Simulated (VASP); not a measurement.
Runs of VASP 6.6.1 on TiB. The structure is that of space group F-43m (No. 216), or close to it. The cells are those of the table. 

| task | cell | k mesh | gap on the mesh (eV) | pressure (GPa) |
| --- | --- | --- | --- | --- |
| single point | a = 3.470 Å, angles 60.0°, 2 atoms | 10 × 10 × 10 | none | 0.0 |
| single point | a = 3.452 Å, angles 60.0°, 2 atoms | 9 × 9 × 9 | none | (a) |
| single point | a = 3.487 Å, angles 60.0°, 2 atoms | 9 × 9 × 9 | none | -1.6 |
| single point | a = 3.470 Å, angles 60.0°, 2 atoms | 9 × 9 × 9 | none | 0.0 |
| relaxation of cell and atoms | relaxed from a = 2.970 Å, angles 60.0°, 2 atoms | 10 × 10 × 10 | none | 0.0 |

Alike in all rows: level PBEsol; potentials or basis VASP PAW PBE potentials, release 64 (Ti_sv, B); no spin polarisation; cutoff (eV) 500; smearing fermi-dirac 0.05 eV.

Task: Estimate the missing entries.

Result: (a) 1.6.

Caveats: the PAW data sets were made with another functional, which shifts forces and pressure a little.

A gap of «none» marks levels without a gap at the run's occupations.
